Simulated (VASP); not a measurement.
ZnCu, 2 atoms in the cell. It takes space group Pm-3m (No. 221, cubic). Conventional cell: a = 2.945 Å, b = 2.945 Å, c = 2.945 Å, α = 90.00°, β = 90.00°, γ = 90.00°. Zn (site symmetry m-3m) has 8 Cu at 2.55 Å and 6 Zn at 2.94 Å within 3.4 Å. Cu (site symmetry m-3m) has 8 Zn at 2.55 Å and 6 Cu at 2.94 Å within 3.4 Å. 

- Program: VASP 6.6.1
- Task: single point
- Functional: revPBE
- Potentials or basis: VASP PAW PBE potentials, release 64 (Zn, Cu)
- Cutoff: 520 eV
- k mesh: 5 × 5 × 5
- Occupations: fermi-dirac, width 0.05 eV
- Spin: no spin polarisation
- Dipole correction: no
- Further INCAR settings: ALGO = Normal; EDIFF = 1e-06; NBANDS = 18

Potentials or basis: VASP PAW PBE potentials, release 64 (Zn, Cu).

Launch:

```bash
$ cat potpaw_PBE.64/Zn/POTCAR potpaw_PBE.64/Cu/POTCAR > POTCAR
$ mpirun -np 1 vasp_std > vasp.out
```

Hardware: 1 thread of Intel Xeon 6975P-C, with other jobs on the host.

Q: Estimate the wall time of this run.

A: It took 5.1 s on 1 thread of Intel Xeon 6975P-C, on a shared host, peak memory 0.14 GiB. Counts: scf iterations 13, k points 10.
